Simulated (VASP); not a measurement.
Wanted: the native input for a VASP 6.6.1 run.

```
Task                   : single point
Functional             : PBE
Potentials or basis    : VASP PAW PBE potentials, release 64 (Cd, Mo_sv)
Cutoff                 : 520 eV
k mesh                 : 16 × 16 × 16
Occupations            : gaussian, width 0.1 eV
Spin                   : no spin polarisation
Dipole correction      : no
Further INCAR settings : ALGO = Normal; EDIFF = 1e-06; NBANDS = 20
```

The structure of CdMo lies in POSCAR:

```
CdMo
1.0
    3.2831460076      0.0000000000      0.0000000000
    0.0000000000      3.2831460076      0.0000000000
    0.0000000000      0.0000000000      3.2831460076
Cd Mo
1 1
Direct
    0.5000000000      0.5000000000      0.5000000000
    0.0000000000      0.0000000000      0.0000000000
```

One way to write it, as run:

INCAR

```
  ALGO = Normal
  EDIFF = 1E-6
  ENCUT = 520
  GGA = PE
  ISIF = 2
  ISMEAR = 0
  LASPH = T
  LCHARG = F
  LREAL = F
  LWAVE = F
  NBANDS = 20
  NELM = 100
  PREC = Accurate
  SIGMA = 0.1
```

KPOINTS

```
k-points
0
Gamma
  16 16 16
```

Potentials or basis: VASP PAW PBE potentials, release 64 (Cd, Mo_sv).

Launch:

```console
$ cat potpaw_PBE.64/Cd/POTCAR potpaw_PBE.64/Mo_sv/POTCAR > POTCAR
$ mpirun -np 1 vasp_std > vasp.out
```

It gave:

The pressure is 1.0 GPa and the band gap on the k mesh is zero (bands 13 and 14 overlap by 2.87 eV).

Run time: 80 s on 1 thread of Oxide Virtual Turin-like Processor, with other jobs on the host, peak memory 0.2 GiB.
